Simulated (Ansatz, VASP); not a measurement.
## One calculation of BeS, two programs

```
Be S
1.0
     4.44890    0.00000    0.00000
    -2.22445    3.85286    0.00000
     0.00000    0.00000    3.69473
Be S
1 1
Direct
  0.00000 0.00000 0.00000
  0.00000 0.00000 0.50000
```

Alike in both runs: functional PBE; k mesh 5 × 5 × 4; occupations gaussian, width 0.15 eV; no spin polarisation.

Ansatz relaxed the structure, and its values are those at the end. VASP's run is a single point on that final structure, the one shown.

|  | VASP | Ansatz |
| --- | --- | --- |
| version | VASP 6.6.1 | Ansatz 0.2.0 |
| potentials or method | VASP PAW PBE potentials, release 64 (Be, S), cutoff 600 eV | scalar-relativistic, plane waves, PAW |
| valence electrons in the cell | 8 | 8 |

```tsv
	VASP	Ansatz	Ansatz less VASP
gap on the k mesh at the Fermi level (eV)	2.71	2.69	-0.020
least direct gap on the mesh (eV)	2.87	2.85	-0.020
pressure (GPa)	0.4	0.4	+0.07
```

The functional is the same, so the differences come from potentials, cutoffs and numerics.

The k mesh is coarse, so the values compare programs but aren't converged.
